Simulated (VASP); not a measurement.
# Tl (Im-3m) in VASP: notebook, part 2 of 2

VASP 6.6.1.

### Step 5. Single point, r2SCAN

This run uses another cell than the first one, of 29.95 Å³/atom, 1.044 times its volume.

POSCAR reads:

```
Tl
1.0
   -1.9563622111      1.9563622111      1.9563622111
    1.9563622111     -1.9563622111      1.9563622111
    1.9563622111      1.9563622111     -1.9563622111
Tl
1
Direct
    0.0000000000      0.0000000000      0.0000000000
```

INCAR.step1 reads:

```
SYSTEM = Tl
PREC = Accurate ; ENCUT = 520
ISMEAR = 0 ; SIGMA = 0.05
LREAL = .FALSE. ; LASPH = .TRUE.
NELM = 60 ; NBANDS = 12
GGA = PE ; ALGO = Normal
EDIFF = 1E-4 ; LWAVE = .TRUE.
LCHARG = .FALSE.
```

INCAR.step2 reads:

```
SYSTEM = Tl
PREC = Accurate ; ENCUT = 520
EDIFF = 1E-6 ; ISMEAR = 0
SIGMA = 0.05 ; LREAL = .FALSE.
LASPH = .TRUE. ; NELM = 60
ALGO = Normal ; ISIF = 2
LWAVE = .FALSE. ; LCHARG = .TRUE.
METAGGA = R2SCAN ; LMIXTAU = .TRUE.
LELF = .TRUE. ; LVHAR = .TRUE.
NBANDS = 12 ; ISTART = 1
```

KPOINTS reads:

```
Automatic mesh
0
G
  14 14 14
  0 0 0
```

Command:

```sh
$ cat potpaw_PBE.64/Tl_d/POTCAR > POTCAR
$ cp INCAR.step1 INCAR
$ mpirun -np 1 vasp_std > vasp.out
$ cp INCAR.step2 INCAR
$ mpirun -np 1 vasp_std > vasp.out
```

Run time: 3 min. Hardware: 1 thread of Intel Xeon Platinum 8259CL at 2.50GHz (Skylake/Cascade Lake), shared host; peak memory 0.18 GiB.

The run converged. Its results:

| Property | Result |
| --- | --- |
| Free energy | -53.1749 eV |
| Pressure | 0.0 GPa |

Levels at points of the mesh, in eV from the Fermi level:
```tsv
k point	band 2	band 3	band 4	band 5	band 6	band 7	band 8	band 9	band 10	band 11
(0.00, 0.00, 0.00)	-12.27	-12.27	-11.87	-11.87	-10.22	10.55	10.55	10.55	12.85	12.85
(0.50, 0.00, 0.00)	-12.39	-11.90	-11.87	-11.61	-5.40	-2.68	5.70	7.24	10.23	11.43
(0.50, 0.50, 0.50)	-12.45	-11.67	-11.67	-11.67	-2.08	1.39	1.39	1.39	6.72	6.72
```

Caveat: the PAW data sets were made with another functional, which shifts forces and pressure a little; spin-orbit coupling is left out, which moves the levels of the heavy elements.

### Step 6. Single point, r2SCAN

This run uses another cell than the first one, of 30.00 Å³/atom, 1.046 times its volume.

POSCAR reads:

```
Tl
1.0
   -1.9575289571      1.9575289571      1.9575289571
    1.9575289571     -1.9575289571      1.9575289571
    1.9575289571      1.9575289571     -1.9575289571
Tl
1
Direct
    0.0000000000      0.0000000000      0.0000000000
```

INCAR.step1 reads:

```
SYSTEM = Tl
PREC = Accurate
ENCUT = 520
ISMEAR = 0
SIGMA = 0.05
LREAL = .FALSE.
LASPH = .TRUE.
NELM = 100
NBANDS = 12
GGA = PE
ALGO = Normal
EDIFF = 1E-4
LWAVE = .TRUE.
LCHARG = .FALSE.
```

INCAR.step2 reads:

```
SYSTEM = Tl
PREC = Accurate
ENCUT = 520
EDIFF = 1E-6
ISMEAR = 0
SIGMA = 0.05
LREAL = .FALSE.
LASPH = .TRUE.
NELM = 100
ALGO = Normal
ISIF = 2
LWAVE = .FALSE.
LCHARG = .FALSE.
METAGGA = R2SCAN
LMIXTAU = .TRUE.
NBANDS = 12
ISTART = 1
```

KPOINTS is that of step 5.

Potentials or basis: VASP PAW PBE potentials, release 64 (Tl_d).

Command:

```sh
$ cat potpaw_PBE.64/Tl_d/POTCAR > POTCAR
$ cp INCAR.step1 INCAR
$ mpirun -np 1 vasp_std > vasp.out
$ cp INCAR.step2 INCAR
$ mpirun -np 1 vasp_std > vasp.out
```

OUTCAR:

```text
SYSTEM = Tl
   PREC = Accurate
   ENCUT = 520
   EDIFF = 1E-6
   ISMEAR = 0
   LREAL = .FALSE.
   LASPH = .TRUE.
   NELM = 100
   ISIF = 2
   METAGGA = R2SCAN
   ISTART = 1

 ion  position               nearest neighbor table
   1  0.000  0.000  0.000-

  LATTYP: Found a body centered cubic cell.
 ALAT       =     3.9150579142

  Lattice vectors:

 A1 = (  -1.9575289571,   1.9575289571,   1.9575289571)
 A2 = (   1.9575289571,  -1.9575289571,   1.9575289571)
 A3 = (   1.9575289571,   1.9575289571,  -1.9575289571)

Analysis of symmetry for initial positions (statically):
=====================================================================
 Subroutine PRICEL returns:
 Original cell was already a primitive cell.

 Routine SETGRP: Setting up the symmetry group for a
 body centered cubic supercell.

 Subroutine GETGRP returns: Found 48 space group operations
 (whereof 48 operations were pure point group operations)
 out of a pool of 48 trial point group operations.

The static configuration has the point symmetry O_h .

Analysis of symmetry for dynamics (positions and initial velocities):
=====================================================================
 Subroutine PRICEL returns:
 Original cell was already a primitive cell.

 Routine SETGRP: Setting up the symmetry group for a
 body centered cubic supercell.

 Subroutine GETGRP returns: Found 48 space group operations
 (whereof 48 operations were pure point group operations)
 out of a pool of 48 trial point group operations.

The dynamic configuration has the point symmetry O_h .

 Subroutine INISYM returns: Found 48 space group operations
 (whereof 48 operations are pure point group operations),
 and found     1 'primitive' translations

----------------------------------------------------------------------------------------

                                     Primitive cell

  volume of cell :      30.0044

[... 109 lines left out ...]
  Thomas-Fermi vector in A             =   2.373292
   LORBIT       =      0    0 simple, 1 ext, 2 COOP (PROOUT), +10 PAW based schemes
   METAGGA = R2SCAN    functional components
   LHFCALC =     F    Hartree Fock is set to
   AEXX    =    0.0000 exact exchange contribution
   IVDW    =     0    specifies the selected vdW correction
   LEPSILON=     F    determine dielectric tensor
   LRPA    =     F    only Hartree local field effects (RPA)
 non-spin polarized calculation
 Gauss-broadening in eV      SIGMA  =   0.05
  energy-cutoff  :      520.00
  volume of cell :       30.00
 maximum number of plane-waves:       827
 NGX is ok and might be reduce to    28
   NGX = 13   NGY = 13   NGZ = 13

 number of electron      13.0000004 magnetization

 Free energy of the ion-electron system (eV)
  ---------------------------------------------------
  ext. energy  EPLUGINS =         0.00000000
  ---------------------------------------------------
  free energy    TOTEN  =       -53.17497605 eV

  energy without entropy =      -53.17434694  energy(sigma->0) =      -53.17466150

 E-fermi :   6.1377     XC(G=0): -10.5588

 val. band max:        6.0492943884   @ k =   0.2857   0.2143   0.2143
 cond. band min:       6.1475670400   @ k =  -0.4286   0.5000   0.2857
 fundamental gap:      0.0982726516
 Fermi energy:         6.1377114509

 k-point     1 :       0.0000    0.0000    0.0000
  band No.  band energies     occupation
      1      -6.1343      2.00000
      2      -6.1343      2.00000
      3      -6.1343      2.00000
      4      -5.7348      2.00000
      5      -5.7348      2.00000
      6      -4.0754      2.00000
      7      16.6680      0.00000
      8      16.6680      0.00000
      9      16.6680      0.00000
     10      18.9818      0.00000
     11      18.9818      0.00000
     12      18.9818      0.00000
[... 331 lines left out ...]
 k-point    24 :       0.3571    0.2857    0.0000
  band No.  band energies     occupation
      1      -6.2481      2.00000
      2      -5.9785      2.00000
      3      -5.8792      2.00000
      4      -5.7251      2.00000
      5      -5.6612      2.00000
      6       1.3718      2.00000
      7       5.1826      2.00000
      8       6.5184      0.00000
      9      12.4381      0.00000
     10      19.3351      0.00000
     11      20.4430      0.00000
     12      20.6047      0.00000

 [... further k-points ...]
[... 5 lines left out ...]
  --------------------------------------------------------------------------------------
  -------------------------------------------------------------------------------------
  Total       -0.0076577     -0.0076577     -0.0076577      0.0000000      0.0000000     -0.0000000
  in kB       -0.4089091     -0.4089091     -0.4089091      0.0000000      0.0000000     -0.0000000
  external PRESSURE =      -0.4089091 kB  Pullay stress =       0.0000000 kB

 VOLUME and BASIS-vectors are now :
 -----------------------------------------------------------------------------
  energy-cutoff  :      520.00
  volume of cell :       30.00
      direct lattice vectors                 reciprocal lattice vectors
    -1.957528957  1.957528957  1.957528957     0.000000000  0.255424063  0.255424063
     1.957528957 -1.957528957  1.957528957     0.255424063  0.000000000  0.255424063
     1.957528957  1.957528957 -1.957528957     0.255424063  0.255424063  0.000000000

 POSITION                                       TOTAL-FORCE (eV/Angst)
 -----------------------------------------------------------------------------------
      0.00000      0.00000      0.00000         0.000000      0.000000     -0.000000
 -----------------------------------------------------------------------------------
    total drift:                               -0.000000     -0.000000     -0.000000

  FREE ENERGIE OF THE ION-ELECTRON SYSTEM (eV)
  ---------------------------------------------------
  free  energy   TOTEN  =       -53.1749760518 eV

  energy  without entropy=      -53.1743469390  energy(sigma->0) =      -53.17466150
```

OUTCAR.step1:

```text
SYSTEM = Tl
   PREC = Accurate
   ENCUT = 520
   ISMEAR = 0
   LREAL = .FALSE.
   LASPH = .TRUE.
   NELM = 100
[... 577 lines left out ...]
 -----------------------------------------------------------------------------------
      0.00000      0.00000      0.00000         0.000000     -0.000000      0.000000
 -----------------------------------------------------------------------------------
    total drift:                               -0.000000     -0.000000     -0.000000

  FREE ENERGIE OF THE ION-ELECTRON SYSTEM (eV)
  ---------------------------------------------------
  free  energy   TOTEN  =        -2.2175179774 eV

  energy  without entropy=       -2.2168781342  energy(sigma->0) =       -2.21719806
```

OSZICAR.step1:

```text
N       E                     dE             d eps       ncg     rms          rms(c)
DAV:   1     0.513108841087E+02    0.51311E+02   -0.66551E+03  2632   0.931E+02
DAV:   2    -0.165469376956E+01   -0.52966E+02   -0.52002E+02  2836   0.214E+02
DAV:   3    -0.223900472931E+01   -0.58431E+00   -0.58360E+00  2960   0.205E+01
DAV:   4    -0.224168652836E+01   -0.26818E-02   -0.26817E-02  2788   0.160E+00
DAV:   5    -0.224171952966E+01   -0.33001E-04   -0.33001E-04  2900   0.173E-01    0.190E+00
DAV:   6    -0.222122262741E+01    0.20497E-01   -0.32987E-02  2704   0.169E+00    0.136E+00
DAV:   7    -0.221768793766E+01    0.35347E-02   -0.11074E-02  2804   0.967E-01    0.577E-01
DAV:   8    -0.221751452020E+01    0.17342E-03   -0.45324E-04  2784   0.201E-01    0.307E-02
DAV:   9    -0.221751797737E+01   -0.34572E-05   -0.40804E-06  1400   0.208E-02
   1 F= -.22175180E+01 E0= -.22171981E+01  d E =-.639843E-03
```

Run time: 1.8 min. Hardware: 1 thread of Intel Xeon Platinum 8259CL at 2.50GHz (Skylake/Cascade Lake), shared host; peak memory 0.19 GiB.

What came out:

```
Free energy : -53.1750 eV
Pressure    : 0.0 GPa
```

Levels at points of the mesh, in eV from the Fermi level:
| k point | band 2 | band 3 | band 4 | band 5 | band 6 | band 7 | band 8 | band 9 | band 10 | band 11 |
| --- | --- | --- | --- | --- | --- | --- | --- | --- | --- | --- |
| (0.00, 0.00, 0.00) | -12.27 | -12.27 | -11.87 | -11.87 | -10.21 | 10.53 | 10.53 | 10.53 | 12.84 | 12.84 |
| (0.50, 0.00, 0.00) | -12.39 | -11.90 | -11.87 | -11.61 | -5.40 | -2.68 | 5.69 | 7.23 | 10.21 | 11.42 |
| (0.50, 0.50, 0.50) | -12.45 | -11.67 | -11.67 | -11.67 | -2.09 | 1.39 | 1.39 | 1.39 | 6.71 | 6.71 |

Caveat: the PAW data sets were made with another functional, which shifts forces and pressure a little; spin-orbit coupling is left out, which moves the levels of the heavy elements.

### Step 7. Summary

```tsv
level	cell	k mesh	gap on the mesh (eV)	pressure (GPa)
PBE	a = 3.340 Å, angles 109.5°, 1 atom	8 × 8 × 8	none	3.3
PBE	a = 3.365 Å, angles 109.5°, 1 atom	8 × 8 × 8	none	2.4
PBE	a = 3.448 Å, angles 109.5°, 1 atom	8 × 8 × 8	none	0.0
r2SCAN	a = 3.389 Å, angles 109.5°, 1 atom	14 × 14 × 14	none	0.0
r2SCAN	a = 3.391 Å, angles 109.5°, 1 atom	14 × 14 × 14	none	0.0
```

Alike in all rows: task single point; potentials or basis VASP PAW PBE potentials, release 64 (Tl_d); no spin polarisation; cutoff (eV) 520; smearing gaussian 0.05 eV.

Caveats: spin-orbit coupling is left out, which moves the levels of the heavy elements; the PAW data sets were made with another functional, which shifts forces and pressure a little (some runs).

Absolute energies hang on the potentials; compare differences alone.
